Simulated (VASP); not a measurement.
## HfB: single point with PBE

HfB:

```
Hf B
1.0
     0.00000    2.35610    2.35610
     2.35610    0.00000    2.35610
     2.35610    2.35610    0.00000
Hf B
1 1
Cartesian
  2.3561 2.3561 2.3561
  0.0000 0.0000 0.0000
```

| Quantity | Value |
| --- | --- |
| Program | VASP 6.6.1 |
| Task | single point |
| Functional | PBE |
| Potentials or basis | VASP PAW PBE potentials, release 64 (Hf_pv, B) |
| Cutoff | 520 eV |
| k mesh | 16 × 16 × 16 |
| Occupations | gaussian, width 0.1 eV |
| Spin | no spin polarisation |
| Dipole correction | no |
| Further INCAR settings | ALGO = Normal; EDIFF = 1e-06; NBANDS = 14 |

| Quantity | Value |
| --- | --- |
| Pressure | 15.5 GPa |

Levels at points of the mesh, in eV from the Fermi level:
```csv
k point,band 3,band 4,band 5,band 6,band 7,band 8,band 9,band 10,band 11,band 12
"(0.00, 0.00, 0.00)",-28.62,-9.38,2.14,2.14,2.14,3.78,3.78,3.78,4.00,4.00
"(0.50, 0.00, 0.00)",-28.68,-4.84,-4.27,-1.27,-1.27,6.15,6.15,7.09,8.12,13.42
"(0.50, 0.50, 0.00)",-28.82,-6.57,-1.08,-0.95,2.17,2.17,5.87,7.40,7.40,8.65
```

Run time: 58 s on 1 thread of Intel(R) Xeon(R) Platinum 8375C CPU @ 2.90GHz (Ice Lake), with other jobs on the host, peak memory 0.2 GiB.

Caveat: spin-orbit coupling is left out, which moves the levels of the heavy elements.
